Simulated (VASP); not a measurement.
# InSb (F-43m) in VASP: notebook, part 2 of 2

VASP 6.6.1.

## (5) Relaxation of cell and atoms, PBE, target pressure 5 GPa, at which the enthalpy is minimised

This run uses another cell than the first one: it holds 2 atoms, not 4.

File INCAR:

```
PREC = Accurate ; ENCUT = 600
EDIFF = 1E-6 ; ISMEAR = 0
SIGMA = 0.1 ; LREAL = False
LASPH = True ; NELM = 60
ALGO = Normal ; ISIF = 3
LWAVE = False ; LCHARG = False
GGA = PE ; IBRION = 2
NSW = 70 ; EDIFFG = -0.008
PSTRESS = 50.0
```

File KPOINTS:

```
regular mesh
0
Gamma
  12 12 12
```

File POSCAR:

```
InSb
1.0
    0.0000000000      3.1963730921      3.1963730921
    3.1963730921      0.0000000000      3.1963730921
    3.1963730921      3.1963730921      0.0000000000
In Sb
1 1
Direct
    0.0000000000      0.0000000000      0.0000000000
    0.2500000000      0.2500000000      0.2500000000
```

Potentials or basis: VASP PAW PBE potentials, release 64 (In_d, Sb).

The run is started by

```
cat potpaw_PBE.64/In_d/POTCAR potpaw_PBE.64/Sb/POTCAR > POTCAR
mpirun -np 1 vasp_std > vasp.out
```

OUTCAR:

```text
PREC = Accurate
   ENCUT = 600
   EDIFF = 1E-6
   ISMEAR = 0
   LREAL = False
   LASPH = True
   NELM = 60
   ISIF = 3
   GGA = PE
   IBRION = 2
   NSW = 70
   EDIFFG = -0.008
   PSTRESS = 50.0

 ion  position               nearest neighbor table
   1  0.000  0.000  0.000-   2 2.77   2 2.77   2 2.77   2 2.77
   2  0.250  0.250  0.250-   1 2.77   1 2.77   1 2.77   1 2.77

  LATTYP: Found a face centered cubic cell.
 ALAT       =     6.3927461842

  Lattice vectors:

 A1 = (   0.0000000000,   3.1963730921,   3.1963730921)
 A2 = (   3.1963730921,   0.0000000000,   3.1963730921)
 A3 = (   3.1963730921,   3.1963730921,   0.0000000000)

Analysis of symmetry for initial positions (statically):
=====================================================================
 Subroutine PRICEL returns:
 Original cell was already a primitive cell.

 Routine SETGRP: Setting up the symmetry group for a
 face centered cubic supercell.

 Subroutine GETGRP returns: Found 24 space group operations
 (whereof 24 operations were pure point group operations)
 out of a pool of 48 trial point group operations.

The static configuration has the point symmetry T_d .

Analysis of symmetry for dynamics (positions and initial velocities):
=====================================================================
 Subroutine PRICEL returns:
 Original cell was already a primitive cell.

 Routine SETGRP: Setting up the symmetry group for a
 face centered cubic supercell.

 Subroutine GETGRP returns: Found 24 space group operations
 (whereof 24 operations were pure point group operations)
 out of a pool of 48 trial point group operations.

The dynamic configuration has the point symmetry T_d .

 Subroutine INISYM returns: Found 24 space group operations
 (whereof 24 operations are pure point group operations),
 and found     1 'primitive' translations

----------------------------------------------------------------------------------------

                                     Primitive cell

  volume of cell :      65.3134

  direct lattice vectors                    reciprocal lattice vectors
     0.000000000  3.196373092  3.196373092    -0.156427296  0.156427296  0.156427296
     3.196373092  0.000000000  3.196373092     0.156427296 -0.156427296  0.156427296
     3.196373092  3.196373092  0.000000000     0.156427296  0.156427296 -0.156427296

  length of vectors
     4.520354177  4.520354177  4.520354177     0.270940024  0.270940024  0.270940024

  position of ions in fractional coordinates (direct lattice)
     0.000000000  0.000000000  0.000000000
     0.250000000  0.250000000  0.250000000

  ion indices of the primitive-cell ions
   primitive index   ion index
                 1           1
                 2           2

----------------------------------------------------------------------------------------

 KPOINTS: regular mesh

Automatic generation of k-mesh.
 Grid dimensions read from file:
 generate k-points for:   12   12   12

 Generating k-lattice:

[... 48 lines left out ...]
   ions per type =               1   1
   NGX,Y,Z   is equivalent  to a cutoff of  13.24, 13.24, 13.24 a.u.
   NGXF,Y,Z  is equivalent  to a cutoff of  26.48, 26.48, 26.48 a.u.
 SYSTEM =  unknown system
   PREC   = accura    normal or accurate (medium, high low for compatibility)
   ISTART =      0    job   : 0-new  1-cont  2-samecut
   ICHARG =      2    charge: 1-file 2-atom 10-const
   ISPIN  =      1    spin polarized calculation?
   LNONCOLLINEAR =      F non collinear calculations
   LSORBIT =      F    spin-orbit coupling
   LASPH  =      T    aspherical Exc in radial PAW
   ENCUT  =  600.0 eV  44.10 Ry    6.64 a.u.   9.03  9.03  9.03*2*pi/ulx,y,z
   NELM   =     60;   NELMIN=  2; NELMDL= -5     # of ELM steps
   EDIFF  = 0.1E-05   stopping-criterion for ELM
   LREAL  =      F    real-space projection
   EDIFFG = -.8E-02   stopping-criterion for IOM
   NSW    =     70    number of steps for IOM
   IBRION =      2    ionic relax: 0-MD 1-quasi-New 2-CG
   NFREE  =      1    steps in history (QN), initial steepest desc. (CG)
   ISIF   =      3    stress and relaxation
   ISYM   =      2    0-nonsym 1-usesym 2-fastsym
   POTIM  = 0.5000    time-step for ionic-motion
   TEBEG  =    0.0;   TEEND  =   0.0 temperature during run
   PSTRESS=   50.0 pullay stress
   NELECT =      18.0000    total number of electrons
   NUPDOWN=      -1.0000    fix difference up-down
   EMIN   =  10.00;   EMAX   =-10.00  energy-range for DOS
   EFERMI =   0.00;   METHOD = LEGACY
   ISMEAR =     0;   SIGMA  =   0.10  broadening in eV -4-tet -1-fermi 0-gaus
   EFERMI_NEDOS =   21; number of points for ismear=-14 and -15
   IALGO  =     38    algorithm
   IMIX   =      4    mixing-type and parameters
     AMIX     =   0.40;   BMIX     =  1.00
     AMIX_MAG =   1.60;   BMIX_MAG =  1.00
  volume/ion in A,a.u.               =      32.66       220.38
  Fermi-wavevector in a.u.,A,eV,Ry     =   1.065364  2.013247 15.442632  1.135001
  Thomas-Fermi vector in A             =   2.200914
   LORBIT       =      0    0 simple, 1 ext, 2 COOP (PROOUT), +10 PAW based schemes
   GGA     = PE    functional components
   LHFCALC =     F    Hartree Fock is set to
   AEXX    =    0.0000 exact exchange contribution
   IVDW    =     0    specifies the selected vdW correction
   LEPSILON=     F    determine dielectric tensor
   LRPA    =     F    only Hartree local field effects (RPA)
 conjugate gradient relaxation of ions
 non-spin polarized calculation
 Gauss-broadening in eV      SIGMA  =   0.10
  energy-cutoff  :      600.00
  volume of cell :       65.31
 maximum number of plane-waves:      2202
   NGX = 19   NGY = 19   NGZ = 19

--------------------------------------- Ionic step        1  -------------------------------------------

 number of electron      18.0000004 magnetization

 Free energy of the ion-electron system (eV)
  ---------------------------------------------------
  ext. energy  EPLUGINS =         0.00000000
  ---------------------------------------------------
  free energy    TOTEN  =        -6.83696366 eV

  energy without entropy =       -6.83683782  energy(sigma->0) =       -6.83690074

------------------------ aborting loop because EDIFF is reached ----------------------------------------

  FORCE on cell =-STRESS in cart. coord.  units (eV):
  Direction    XX          YY          ZZ          XY          YZ          ZX
  --------------------------------------------------------------------------------------
  -------------------------------------------------------------------------------------
  Total        2.1872279      2.1872279      2.1872279      0.0000000     -0.0000000      0.0000000
  in kB       53.6540161     53.6540161     53.6540161      0.0000000     -0.0000000      0.0000000
  external PRESSURE =       3.6540161 kB  Pullay stress =      50.0000000 kB
[... 63 lines left out ...]
--------------------------------------- Ionic step        3  -------------------------------------------

 number of electron      18.0000003 magnetization

 Free energy of the ion-electron system (eV)
  ---------------------------------------------------
  ext. energy  EPLUGINS =         0.00000000
  ---------------------------------------------------
  free energy    TOTEN  =        -6.84965495 eV

  energy without entropy =       -6.84951747  energy(sigma->0) =       -6.84958621

 E-fermi :   5.5382     XC(G=0):  -8.8335

 val. band max:        5.4853666360   @ k =   0.0000   0.0000   0.0000
 cond. band min:       6.0744001592   @ k =   0.5000   0.0000   0.0000
 fundamental gap:      0.5890335232
 Fermi energy:         5.5382053989

 k-point     1 :       0.0000    0.0000    0.0000
  band No.  band energies     occupation
      1      -9.2089      2.00000
      2      -9.2089      2.00000
      3      -9.2089      2.00000
      4      -9.1136      2.00000
      5      -9.1136      2.00000
      6      -5.4663      2.00000
      7       5.4759      1.62141
      8       5.4759      1.62141
      9       5.4759      1.62141
     10       5.4854      1.54509
     11       8.4290      0.00000
     12       8.4290      0.00000
     13       8.4290      0.00000
[... 354 lines left out ...]
  band No.  band energies     occupation
      1      -9.2695      2.00000
      2      -9.1830      2.00000
      3      -9.1808      2.00000
      4      -9.1155      2.00000
      5      -9.1125      2.00000
      6      -3.8469      2.00000
      7      -0.2225      2.00000
      8       3.0061      2.00000
      9       4.1311      2.00000
     10       7.2635      0.00000
     11       9.1915      0.00000
     12      10.0117      0.00000
     13      11.9745      0.00000

 [... further k-points ...]

------------------------ aborting loop because EDIFF is reached ----------------------------------------

  FORCE on cell =-STRESS in cart. coord.  units (eV):
  Direction    XX          YY          ZZ          XY          YZ          ZX
  --------------------------------------------------------------------------------------
  -------------------------------------------------------------------------------------
  Total        2.0510319      2.0510319      2.0510319     -0.0000000     -0.0000000     -0.0000000
  in kB       50.0126853     50.0126853     50.0126853     -0.0000000     -0.0000000     -0.0000000
  external PRESSURE =       0.0126853 kB  Pullay stress =      50.0000000 kB
[... 21 lines left out ...]
  energy  without entropy=       -6.8495174669  energy(sigma->0) =       -6.84958621

  enthalpy is  TOTEN    =        -4.7991432671 eV   P V=        2.0505116849

 reached required accuracy - stopping structural energy minimisation
```

OSZICAR:

```text
N       E                     dE             d eps       ncg     rms          rms(c)
DAV:   1     0.116706513981E+03    0.11671E+03   -0.87928E+03  1877   0.155E+03
[... 22 lines left out ...]
       N       E                     dE             d eps       ncg     rms          rms(c)
DAV:   1    -0.685337200703E+01    0.58222E-02   -0.94162E-02  2357   0.629E+00    0.385E-01
DAV:   2    -0.685018162429E+01    0.31904E-02   -0.70330E-03  2257   0.198E+00    0.138E-01
DAV:   3    -0.684966223525E+01    0.51939E-03   -0.15768E-03  2507   0.836E-01    0.743E-02
DAV:   4    -0.684965564892E+01    0.65863E-05   -0.52663E-05  1920   0.740E-02    0.505E-02
DAV:   5    -0.684965265615E+01    0.29928E-05   -0.97524E-06  2329   0.298E-02    0.217E-02
DAV:   6    -0.684965527024E+01   -0.26141E-05   -0.25052E-06  2106   0.163E-02    0.391E-03
DAV:   7    -0.684965495204E+01    0.31820E-06   -0.13631E-07   936   0.670E-03
   3 F= -.47991433E+01 E0= -.47990745E+01  d E =-.450091E-03
```

Run time: 57 s. Hardware: 1 thread of AMD EPYC 9R45 (Zen 5), shared host; peak memory 0.24 GiB.

What came out:

* Free energy: -6.8497 eV
* Relaxed volume: 32.85 Å³/atom
* Relaxed cell: a = 4.529 Å, b = 4.529 Å, c = 4.529 Å, α = 60.00°, β = 60.00°, γ = 60.00°
* Space group after relaxing (to 0.1 Å): F-43m (No. 216)
* Energy change on relaxing (the run minimises the enthalpy): -6.3 meV/atom
* Ionic steps: 3
* Pressure after relaxing: 5.0 GPa
* Band gap on the k mesh: 0.01 eV

The path:
| step | energy change (eV) | largest force (eV/Å) | pressure (GPa) | volume (Å³) |
| --- | --- | --- | --- | --- |
| 1 | 0.0000 | 0.0000 | 5.37 | 65.31 |
| 2 | -0.0222 | 0.0000 | 4.75 | 66.02 |
| 3 | -0.0127 | 0.0000 | 5.00 | 65.71 |

Final structure:
```
In Sb
1.0
     0.00000    3.20276    3.20276
     3.20276    0.00000    3.20276
     3.20276    3.20276    0.00000
In Sb
1 1
Cartesian
  0.0000 0.0000 0.0000
  1.6014 1.6014 1.6014
```

Caveat: the cell is relaxed towards a set pressure, so the run minimises the enthalpy, not the energy; the smearing spreads over this small gap; semilocal functionals underestimate gaps, and a narrow one can read as zero; spin-orbit coupling is left out, which moves the levels of the heavy elements.

## (6) Overview

| task | cell | k mesh | cutoff (eV) | gap on the mesh (eV) | pressure (GPa) |
| --- | --- | --- | --- | --- | --- |
| single point | a = 4.550, b = 4.550, c = 6.434 Å, 4 atoms, atomic positions A | 12 × 12 × 8 | 520 | none | 4.2 |
| single point | a = 4.597, b = 4.597, c = 6.501 Å, 4 atoms, atomic positions A | 12 × 12 × 8 | 520 | none | 2.6 |
| single point | a = 4.643, b = 4.643, c = 6.567 Å, 4 atoms, atomic positions A | 12 × 12 × 8 | 520 | none | 1.2 |
| relaxation of cell and atoms | relaxed to 5 GPa from a = 4.520 Å, angles 60.0°, 2 atoms, atomic positions B | 12 × 12 × 12 | 600 | 0.01 | 5.0 |

Alike in all rows: level PBE; potentials or basis VASP PAW PBE potentials, release 64 (In_d, Sb); no spin polarisation; smearing gaussian 0.1 eV.

Caveats: semilocal functionals underestimate gaps, and a narrow one can read as zero; spin-orbit coupling is left out, which moves the levels of the heavy elements; the cell stands under pressure (at least some runs); the cell is relaxed towards a set pressure, so the run minimises the enthalpy, not the energy (at least some runs); the smearing spreads over this small gap (at least some runs).

Absolute energies hang on the potentials; compare differences alone.

The gap in the log of VASP goes by the Fermi energy; the results here count the filled bands.